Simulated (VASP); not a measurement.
Input of a VASP 6.6.1 run:

Contents of INCAR:

```
SYSTEM = H20C7O11
PREC = Accurate
ENCUT = 520
EDIFF = 1E-6
ISMEAR = -1
SIGMA = 0.05
LREAL = Auto
LASPH = .True.
NELM = 120
ALGO = Normal
ISIF = 2
LWAVE = .False.
LCHARG = .False.
GGA = PE
IVDW = 12
NBANDS = 82
GGA_COMPAT = .False.
```

The input KPOINTS:

```
regular mesh
0
Gamma
  1 1 1
  0 0 0
```

The input POSCAR:

```
H20C7O11
1.0
    7.4150410000      0.0000000000      0.0000000000
    0.0000000000      7.4150410000      0.0000000000
    0.0000000000      0.0000000000      7.4150410000
C O H
7 11 20
Direct
    0.4714066989      0.4862548973      0.9137913061
    0.2873618635      0.3321357225      0.5199701526
    0.9077630184      0.7156534940      0.6666449990
    0.4238007585      0.8581476488      0.6436511949
    0.6392142673      0.0086445914      0.2445704616
    0.9157602770      0.4095324625      0.1653800700
    0.1450834864      0.8841218815      0.1696012200
    0.4585679297      0.3449744917      1.0370542793
    0.4235714947      0.3814948562      0.3915150301
    0.9982952218      0.7859700304      0.5164772521
    0.2638555876      0.9394823306      0.6579734353
    0.4551289737      0.7354645780      0.5443665113
    0.6770562698     -0.0842341937      0.0999724749
    0.7580807712      0.0435331376      0.3566129978
    0.8041627821      0.4180421929      0.3136867348
    0.9587404844      0.2685622372      0.0928113547
    0.2176387157      1.0462652870      0.1939706065
    0.0063654402      0.8462933651      0.0871202196
    0.5382438209      0.4266058677      0.7946955384
    0.3903282531      0.3867544360      1.1441609021
    0.3325807639      0.5406038888      0.8661314213
    0.5625592630      0.6021544588      0.9530358632
    0.1944021618      0.2413607693      0.4412517746
    0.4743196970      0.4991206387      0.4309214204
    0.3472941013      0.2765325236      0.6371643798
    0.2035861973      0.4637061346      0.5491271053
    0.9395902194      0.5734964918      0.6783644217
    0.9185653862      0.8600761614      0.4467271321
    0.9569738050      0.7814252140      0.7890583478
    0.7576627021      0.7120392187      0.6416822240
    0.1660274030      0.8681408505      0.5797675293
    0.5286956606      0.9150185414      0.7356938417
    0.8116340827     -0.0839509856      0.0782059061
    0.5019122618      0.0539983528      0.2418327829
    0.7657543633      0.2951433445      0.3516770845
    0.9401566357      0.5446227472      0.1088867884
    0.1312062873      1.1384832532      0.1406061005
    0.2261079878      0.7718500815      0.2163710221
```

Potentials or basis: VASP PAW PBE potentials, release 64 (C, O, H).

The run is started by

```sh
$ cat potpaw_PBE.64/C/POTCAR potpaw_PBE.64/O/POTCAR potpaw_PBE.64/H/POTCAR > POTCAR
$ mpirun -np 1 vasp_gam > vasp.out
```

(1) What does it give for the dispersion energy per atom?

(2) What does it give for the band gap on the k mesh?

Answers

(1) -0.045 eV.

(2) 3.74 eV.

Caveat: the k points lie up to 0.85 Å⁻¹ apart; the atoms stand as in a frame of molecular dynamics.
